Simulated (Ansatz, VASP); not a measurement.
**One calculation of Si4WC, two programs**

```
Si W C
1.0
     0.00000    3.39875    3.39875
     3.39875    0.00000    3.39875
     3.39875    3.39875    0.00000
Si W C
4 1 1
Cartesian
  4.2484 2.5491 4.2484
  4.2484 4.2484 2.5491
  2.5491 2.5491 2.5491
  2.5491 4.2484 4.2484
  0.0000 0.0000 0.0000
  5.0981 5.0981 5.0981
```

Alike in both runs: task relaxation of cell and atoms; functional PBE; k mesh 10 × 10 × 10; occupations gaussian, width 0.1 eV; no spin polarisation.

```csv
,VASP,Ansatz
version,VASP 6.6.1,Ansatz 0.2.0
potentials or method,"VASP PAW PBE potentials, release 64 (Si, W_sv, C), cutoff 600 eV","scalar-relativistic, plane waves, PAW"
valence electrons in the cell,34,34
```

|  | VASP | Ansatz | Ansatz less VASP |
| --- | --- | --- | --- |
| gap on the k mesh at the Fermi level, each at its own relaxed structure (eV) | none | none | - |
| relaxed volume (Å³/atom) | 13.04 | 13.04 | +0.002 |
| relaxed length of the cell vector where the two differ most in proportion (Å) | 4.801 | 4.801 | +0.0003 |

A gap of «none» marks a metal or a gap that the smearing closes.

Spin-orbit coupling is off throughout.
